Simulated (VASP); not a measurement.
# NaTe2 (C2) in VASP: relaxation of cell and atoms with PBE

Aim: the relaxation of cell and atoms of NaTe2 with PBE.

All numbers are computed with VASP 6.6.1; they aren't measurements. Logs are shortened: lines on timing, memory, paths and dates and some standing lists are left out, and cuts for length are marked.

## 1. The cell of the first run

The structure is monoclinic, space group C2 (No. 5). Conventional cell: a = 6.481 Å, b = 6.251 Å, c = 9.997 Å, α = 90.00°, β = 90.52°, γ = 90.00°. Na (site symmetry 2) has 8 Te at 3.36 to 3.38 Å and 4 Na at 4.50 Å within 4.6 Å. Na (site symmetry 2) has 8 Te at 3.33 to 3.39 Å and 4 Na at 4.50 Å within 4.6 Å. Within 4.1 Å of Te (site symmetry 1) lie 4 Te at 3.09 to 3.25 Å and 4 Na at 3.33 to 3.39 Å. Within 4.1 Å of Te (site symmetry 1) lie 4 Te at 3.09 to 3.25 Å and 4 Na at 3.36 to 3.37 Å.

## 2. Relaxation of cell and atoms, PBE

INCAR reads:

```
PREC     = Accurate       # precision mode
ENCUT    = 600            # plane-wave cutoff, eV
EDIFF    = 1E-6           # SCF threshold, eV
ISMEAR   = 0              # smearing method
SIGMA    = 0.1            # smearing width, eV
LREAL    = False          # projectors in reciprocal space
LASPH    = True           # aspherical terms in the spheres
NELM     = 80             # most SCF steps
ALGO     = Normal         # electronic algorithm
ISIF     = 3              # what is computed and relaxed
LWAVE    = False          # write WAVECAR
LCHARG   = False          # write CHGCAR
GGA      = PE             # functional
IBRION   = 2              # ionic algorithm
NSW      = 100            # ionic steps
EDIFFG   = -0.01          # ionic threshold
```

KPOINTS reads:

```
regular mesh
0
Gamma
  8 8 4
```

POSCAR reads:

```
NaTe2
1.0
    3.2404518807     -3.1257213904      0.0000000000
    3.2404518807      3.1257213904      0.0000000000
   -0.0905148374      0.0000000000      9.9962875146
Na Te
2 4
Direct
    0.9985741710      0.0014258290      0.5000000000
    0.0036380130      0.9963619870      0.0000000000
    0.9941761012      0.5020878755      0.7502806247
    0.0024274820      0.4999155643      0.2497050432
    0.5000844357      0.9975725180      0.7502949568
    0.4979121245      0.0058238988      0.2497193753
```

Potentials or basis: VASP PAW PBE potentials, release 64 (Na_pv, Te).

Command:

```
> cat potpaw_PBE.64/Na_pv/POTCAR potpaw_PBE.64/Te/POTCAR > POTCAR
> mpirun -np 1 vasp_std > vasp.out
```

OUTCAR:

```text
PREC = Accurate
   ENCUT = 600
   EDIFF = 1E-6
   ISMEAR = 0
   LREAL = False
   LASPH = True
   NELM = 80
   ISIF = 3
   GGA = PE
   IBRION = 2
   NSW = 100
   EDIFFG = -0.01

 ion  position               nearest neighbor table
   1  0.999  0.001  0.500-
   2  0.004  0.996  0.000-
   3  0.994  0.502  0.750-   5 3.09   5 3.16   5 3.24   5 3.25
   4  0.002  0.500  0.250-   6 3.09   6 3.16   6 3.24   6 3.25
   5  0.500  0.998  0.750-   3 3.09   3 3.16   3 3.24   3 3.25
   6  0.498  0.006  0.250-   4 3.09   4 3.16   4 3.24   4 3.25

  LATTYP: Found a base centered monoclinic cell.
 ALAT       =     6.4809037614
 B/A-ratio  =     0.9645942929
 C/A-ratio  =     1.5424850720
 COS(beta)  =    -0.0090544742

  Lattice vectors:

 A1 = (   3.2404518807,  -3.1257213904,   0.0000000000)
 A2 = (   3.2404518807,   3.1257213904,   0.0000000000)
 A3 = (  -0.0905148374,   0.0000000000,   9.9962875146)

Analysis of symmetry for initial positions (statically):
=====================================================================
 Subroutine PRICEL returns:
 Original cell was already a primitive cell.

 Routine SETGRP: Setting up the symmetry group for a
 base centered monoclinic supercell.

 Subroutine GETGRP returns: Found  2 space group operations
 (whereof  2 operations were pure point group operations)
 out of a pool of  4 trial point group operations.

The static configuration has the point symmetry C_2 .

Analysis of symmetry for dynamics (positions and initial velocities):
=====================================================================
 Subroutine PRICEL returns:
 Original cell was already a primitive cell.

 Routine SETGRP: Setting up the symmetry group for a
 base centered monoclinic supercell.

 Subroutine GETGRP returns: Found  2 space group operations
 (whereof  2 operations were pure point group operations)
 out of a pool of  4 trial point group operations.

The dynamic configuration has the point symmetry C_2 .

 Subroutine INISYM returns: Found  2 space group operations
 (whereof  2 operations are pure point group operations),
 and found     1 'primitive' translations

----------------------------------------------------------------------------------------

[... 118 lines left out ...]
   IMIX   =      4    mixing-type and parameters
     AMIX     =   0.40;   BMIX     =  1.00
     AMIX_MAG =   1.60;   BMIX_MAG =  1.00
  volume/ion in A,a.u.               =      33.75       227.76
  Fermi-wavevector in a.u.,A,eV,Ry     =   0.937262  1.771169 11.952184  0.878461
  Thomas-Fermi vector in A             =   2.064355
   LORBIT       =      0    0 simple, 1 ext, 2 COOP (PROOUT), +10 PAW based schemes
   GGA     = PE    functional components
   LHFCALC =     F    Hartree Fock is set to
   AEXX    =    0.0000 exact exchange contribution
   IVDW    =     0    specifies the selected vdW correction
   LEPSILON=     F    determine dielectric tensor
   LRPA    =     F    only Hartree local field effects (RPA)
 conjugate gradient relaxation of ions
 non-spin polarized calculation
 Gauss-broadening in eV      SIGMA  =   0.10
  energy-cutoff  :      600.00
  volume of cell :      202.50
 maximum number of plane-waves:      6807
   NGX = 17   NGY = 17   NGZ = 39

--------------------------------------- Ionic step        1  -------------------------------------------

 number of electron      37.9999982 magnetization

 Free energy of the ion-electron system (eV)
  ---------------------------------------------------
  ext. energy  EPLUGINS =         0.00000000
  ---------------------------------------------------
  free energy    TOTEN  =       -17.95561443 eV

  energy without entropy =      -17.94719109  energy(sigma->0) =      -17.95140276

------------------------ aborting loop because EDIFF is reached ----------------------------------------

  FORCE on cell =-STRESS in cart. coord.  units (eV):
  Direction    XX          YY          ZZ          XY          YZ          ZX
  --------------------------------------------------------------------------------------
  -------------------------------------------------------------------------------------
  Total       -2.0779046      2.3249341     -0.1881357      0.0000000      0.0000000      0.0521609
  in kB      -16.4403707     18.3948671     -1.4885289      0.0000000      0.0000000      0.4126965
  external PRESSURE =       0.1553225 kB  Pullay stress =       0.0000000 kB
[... 101 lines left out ...]
  FREE ENERGIE OF THE ION-ELECTRON SYSTEM (eV)
  ---------------------------------------------------
  free  energy   TOTEN  =       -17.9969229118 eV

  energy  without entropy=      -17.9881071457  energy(sigma->0) =      -17.99251503

[... ionic steps 4 to 8 ...]

--------------------------------------- Ionic step        9  -------------------------------------------

 number of electron      37.9999980 magnetization

------------------------ aborting loop because EDIFF is reached ----------------------------------------
[... 75 lines left out ...]
--------------------------------------- Ionic step       11  -------------------------------------------

 number of electron      37.9999975 magnetization

 Free energy of the ion-electron system (eV)
  ---------------------------------------------------
  ext. energy  EPLUGINS =         0.00000000
  ---------------------------------------------------
  free energy    TOTEN  =       -17.99867698 eV

  energy without entropy =      -17.98987827  energy(sigma->0) =      -17.99427762

 E-fermi :   3.7875     XC(G=0):  -8.1391

 val. band max:        3.7557921279   @ k =   0.5000   0.1250   0.5000
 cond. band min:       3.7901388160   @ k =  -0.1250   0.5000   0.2500
 fundamental gap:      0.0343466880
 Fermi energy:         3.7874857430

 k-point     1 :       0.0000    0.0000    0.0000
  band No.  band energies     occupation
      1     -20.5015      2.00000
      2     -20.5001      2.00000
      3     -20.5001      2.00000
      4     -20.5000      2.00000
      5     -20.4998      2.00000
      6     -20.4995      2.00000
[... 613 lines left out ...]
     22       4.5114      0.00000
     23       6.1850      0.00000

 [... further k-points ...]

------------------------ aborting loop because EDIFF is reached ----------------------------------------

  FORCE on cell =-STRESS in cart. coord.  units (eV):
  Direction    XX          YY          ZZ          XY          YZ          ZX
  --------------------------------------------------------------------------------------
  -------------------------------------------------------------------------------------
  Total       -0.0183736     -0.0052041     -0.0047559      0.0000000      0.0000000     -0.0031137
  in kB       -0.1460061     -0.0413547     -0.0377933      0.0000000      0.0000000     -0.0247430
  external PRESSURE =      -0.0750514 kB  Pullay stress =       0.0000000 kB
[... 21 lines left out ...]
  FREE ENERGIE OF THE ION-ELECTRON SYSTEM (eV)
  ---------------------------------------------------
  free  energy   TOTEN  =       -17.9986769792 eV

  energy  without entropy=      -17.9898782702  energy(sigma->0) =      -17.99427762

 reached required accuracy - stopping structural energy minimisation
```

CONTCAR:

```text
NaTe2
   1.00000000000000
     3.1810660707341865   -3.1808041344372020    0.0150796942472653
     3.1810660707341865    3.1808041344372020    0.0150796942472653
    -0.0416587442030211    0.0000000000000000    9.9628700778873132
  Na              Te
     2     4
Direct
     0.9987003630954596    0.0012996369045405    0.5000000000000000
     0.0018977628469635    0.9981022371530365    0.0000000000000000
     0.9976393893472089    0.4994080339754686    0.7499940178916735
     0.0003218430630671    0.5023389969772295    0.2500057953751434
     0.4976610030227706    0.9996781569369330    0.7499942046248566
     0.5005919660245314    0.0023606106527913    0.2500059821083265

  0.00000000E+00  0.00000000E+00  0.00000000E+00
  0.00000000E+00  0.00000000E+00  0.00000000E+00
  0.00000000E+00  0.00000000E+00  0.00000000E+00
  0.00000000E+00  0.00000000E+00  0.00000000E+00
  0.00000000E+00  0.00000000E+00  0.00000000E+00
  0.00000000E+00  0.00000000E+00  0.00000000E+00
```

Run time: 36 min. Hardware: 1 thread of Intel Xeon 8259CL, shared host; peak memory 0.59 GiB.

What came out:

| Property | Result |
| --- | --- |
| Free energy | -17.9987 eV |
| Relaxed volume | 33.60 Å³/atom |
| Relaxed cell | a = 4.499 Å, b = 4.499 Å, c = 9.963 Å, α = 89.98°, β = 89.98°, γ = 89.99° |
| Space group after relaxing (to 0.1 Å) | P4/mmm (No. 123) |
| Energy gained by relaxing | 7.2 meV/atom |
| Ionic steps | 11 |
| Pressure after relaxing | 0.0 GPa |
| Largest force after relaxing | 0.008 eV/Å |
| Band gap on the k mesh | zero (bands 19 and 20 overlap by 4.49 eV) |

Forces on the atoms (eV/Å):
```
Na   0.000 -0.001  0.000
Na   0.000  0.008  0.000
Te   0.002  0.004  0.000
Te  -0.002 -0.008  0.000
Te   0.002 -0.008  0.000
Te  -0.002  0.004  0.000
```

Step by step:
```csv
step,energy change (eV),largest force (eV/Å),pressure (GPa),volume (Å³)
1,0.0000,0.1421,0.02,202.50
2,-0.0412,0.0618,-0.13,202.53
3,-0.0413,0.0594,-0.13,202.53
4,-0.0423,0.0425,0.01,201.71
5,-0.0423,0.0363,0.05,201.42
6,-0.0427,0.0197,0.02,201.53
7,-0.0429,0.0124,-0.01,201.64
8,-0.0429,0.0116,0.00,201.58
9,-0.0429,0.0112,0.01,201.53
10,-0.0430,0.0105,0.00,201.55
11,-0.0431,0.0079,-0.01,201.62
```

Final structure:
```
Na Te
1.0
     3.18107   -3.18080    0.01508
     3.18107    3.18080    0.01508
    -0.04166    0.00000    9.96287
Na Te
2 4
Direct
  0.99870 0.00130 0.50000
  0.00190 0.99810 0.00000
  0.99764 0.49941 0.74999
  0.00032 0.50234 0.25001
  0.49766 0.99968 0.74999
  0.50059 0.00236 0.25001
```

Levels at points of the mesh, in eV from the Fermi level:
| k point | band 14 | band 15 | band 16 | band 17 | band 18 | band 19 | band 20 | band 21 | band 22 | band 23 |
| --- | --- | --- | --- | --- | --- | --- | --- | --- | --- | --- |
| (0.00, 0.00, 0.00) | -3.54 | -3.54 | -2.97 | -0.31 | 0.42 | 1.44 | 2.15 | 2.15 | 2.20 | 2.20 |
| (0.50, 0.00, 0.00) | -1.72 | -1.65 | -1.60 | -1.57 | -1.55 | -1.49 | -1.49 | -1.27 | -1.16 | 3.15 |
| (0.50, 0.50, 0.00) | -4.95 | -2.10 | -2.10 | -1.26 | -1.26 | 2.04 | 2.89 | 3.50 | 3.57 | 3.69 |
| (0.00, 0.00, 0.50) | -3.57 | -3.57 | -3.57 | 0.02 | 0.02 | 2.17 | 2.17 | 2.17 | 2.17 | 2.78 |
| (0.50, 0.00, 0.50) | -2.09 | -1.76 | -1.76 | -1.56 | -1.56 | -1.53 | -1.53 | -1.21 | -1.21 | 4.48 |
| (0.50, 0.50, 0.50) | -5.01 | -1.72 | -1.72 | -1.72 | -1.72 | 2.76 | 2.76 | 3.53 | 3.53 | 3.59 |

Caveat: spin-orbit coupling is left out, which moves the levels of the heavy elements.

The gap in the log of VASP goes by the Fermi energy; the results here count the filled bands.